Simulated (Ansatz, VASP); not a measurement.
# BaS: VASP beside Ansatz

```
Ba S
1.0
     3.78673   -0.04703   -0.04703
    -0.04703    3.78673   -0.04703
    -0.04703   -0.04703    3.78673
Ba S
1 1
Direct
  0.00000 0.00000 0.00000
  0.50000 0.50000 0.50000
```

Change from the starting cell: shear_111 strain -3.7%.

Alike in both runs: task single point; functional HSE06; k mesh 4 × 4 × 4; no spin polarisation.

```csv
,VASP,Ansatz
version,VASP 6.6.1,Ansatz 0.2.0
potentials or method,"VASP PAW PBE potentials, release 64 (Ba_sv, S)","plane waves, PAW"
plane-wave cutoff (eV),520,420
occupations,"gaussian, width 0.01 eV",fixed
valence electrons in the cell,16,16
```

Ansatz gave:

* gap on the k mesh at the Fermi level (eV): 2.41
* pressure (GPa): 1.7
* traceless stress, the component that is largest in VASP (GPa): 0.47

Problem. Estimate VASP's values.

Solution. gap on the k mesh at the Fermi level (eV): 2.28; pressure (GPa): 2.6; traceless stress, the component that is largest in VASP (GPa): 0.55.

Ansatz's warnings: stress exchange threshold loose, stress scf threshold loose.

Neither program's run includes spin-orbit coupling.
